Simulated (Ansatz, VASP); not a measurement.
SrO in VASP and in Ansatz

INCAR

```
SYSTEM = SrO
PREC = Accurate
ENCUT = 520
EDIFF = 1E-8
ISMEAR = -1
SIGMA = 0.02
LREAL = .False.
LASPH = .True.
NELM = 80
ALGO = Normal
ISIF = 2
LWAVE = .False.
LCHARG = .False.
GGA = PE
LEFG = .True.
NBANDS = 15
```

File KPOINTS:

```
Automatic mesh
0
Gamma
  8 8 8
  0 0 0
```

The input POSCAR:

```
SrO
1.0
    0.0000000000      2.6119353577      2.6119353577
    2.6119353577      0.0000000000      2.6119353577
    2.6119353577      2.6119353577      0.0000000000
Sr O
1 1
Direct
    0.0000000000      0.0000000000      0.0000000000
    0.5000000000      0.5000000000      0.5000000000
```

Input for Ansatz:

```yaml
crystal:
  lattice:
    - [0.0, 2.6119353577, 2.6119353577]
    - [2.6119353577, 0.0, 2.6119353577]
    - [2.6119353577, 2.6119353577, 0.0]
  atoms:
    - { symbol: Sr, position: [0.0, 0.0, 0.0] }
    - { symbol: O, position: [0.5, 0.5, 0.5] }
kpoints:
  mp_grid: { grid: [8, 8, 8] }
scf:
  occupations: { method: fermi_dirac, width: 0.02 }
hamiltonian:
  xc: pbe
  pseudopotentials: { kind: paw }
output:
  forces: true
  stress: true
  eigenvalues: true
  efg: { contact_densities: true }
```

Change from the starting cell: volume scaled by 1.05, PAW files.

Alike in both runs: task electric field gradients; functional PBE; k mesh 8 × 8 × 8; occupations fermi-dirac, width 0.02 eV; no spin polarisation.

```csv
,VASP,Ansatz
version,VASP 6.6.1,Ansatz 0.2.0
potentials or method,"VASP PAW PBE potentials, release 64 (Sr_sv, O)","PAW with Ansatz's default frozen-core files, scalar-relativistic"
plane-wave cutoff (eV),520,420
valence electrons in the cell,16,16
```

|  | VASP | Ansatz | Ansatz less VASP |
| --- | --- | --- | --- |
| gap on the k mesh at the Fermi level (eV) | 3.29 | 3.33 | +0.045 |
| pressure (GPa) | -0.9 | -1.4 | -0.47 |
